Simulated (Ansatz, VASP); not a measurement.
**SiGe: VASP beside Ansatz**

The input INCAR:

```
  ALGO = Normal
  EDIFF = 1E-6
  ENCUT = 520
  GGA = CA
  ISIF = 2
  ISMEAR = 0
  LASPH = T
  LCHARG = F
  LREAL = F
  LWAVE = F
  NBANDS = 26
  NELM = 80
  PREC = Accurate
  SIGMA = 0.03
```

KPOINTS

```
k-points
0
Gamma
  12 12 6
```

POSCAR

```
SiGe
1.0
    3.9371113814      0.0000000000      0.0000000000
   -1.9685556907      3.4096384739      0.0000000000
    0.0000000000      0.0000000000      6.5064941378
Si Ge
2 2
Direct
    0.6666666667      0.3333333333      0.8745031008
    0.3333333333      0.6666666667      0.3745031008
    0.6666666667      0.3333333333      0.4926769834
    0.3333333333      0.6666666667     -0.0073230166
```

Input for Ansatz:

```yaml
crystal:
  lattice:
    - [3.9371113814, 0.0, 0.0]
    - [-1.9685556907, 3.4096384739, 0.0]
    - [0.0, 0.0, 6.5064941378]
  atoms:
    - { symbol: Si, position: [0.6666666667, 0.3333333333, 0.8745031008] }
    - { symbol: Si, position: [0.3333333333, 0.6666666667, 0.3745031008] }
    - { symbol: Ge, position: [0.6666666667, 0.3333333333, 0.4926769834] }
    - { symbol: Ge, position: [0.3333333333, 0.6666666667, -0.0073230166] }
basis:
  ecutwfc: 420
kpoints:
  mp_grid: { grid: [12, 12, 6] }
hamiltonian:
  xc: lda
  pseudopotentials: { kind: paw, azcp: { folder: soft_1 } }
scf:
  occupations: { method: gaussian, width: 0.03 }
output:
  forces: true
  stress: true
  eigenvalues: true
  write_density: true
  write_potential: true
  elf: true
  volumetric_format: npy
```

Alike in both runs: task single point; functional LDA; k mesh 12 × 12 × 6; occupations gaussian, width 0.03 eV; no spin polarisation.

|  | VASP | Ansatz |
| --- | --- | --- |
| version | VASP 6.6.1 | Ansatz 0.2.0 |
| potentials or method | VASP PAW LDA potentials, release 64 (Si, Ge_d), cutoff 520 eV | scalar-relativistic, plane waves, PAW |
| valence electrons in the cell | 36 | 36 |

```tsv
	VASP	Ansatz	Ansatz less VASP
gap on the k mesh at the Fermi level (eV)	0.21	0.20	-0.014
least direct gap on the mesh (eV)	0.21	0.20	-0.014
pressure (GPa)	-3.7	-3.8	-0.06
traceless stress, the component that is largest in VASP (GPa)	-1.41	-1.40	+0.017
rms of the force components (eV/Å)	0.298	0.296	-0.0016
```

Ansatz warns that its potentials were made for another functional, while VASP's fit it. LDA's correlation is that of Perdew and Zunger in VASP and of Perdew and Wang (1992) in Ansatz. Atom by atom the forces differ by 0.002 eV/Å (rms over components).
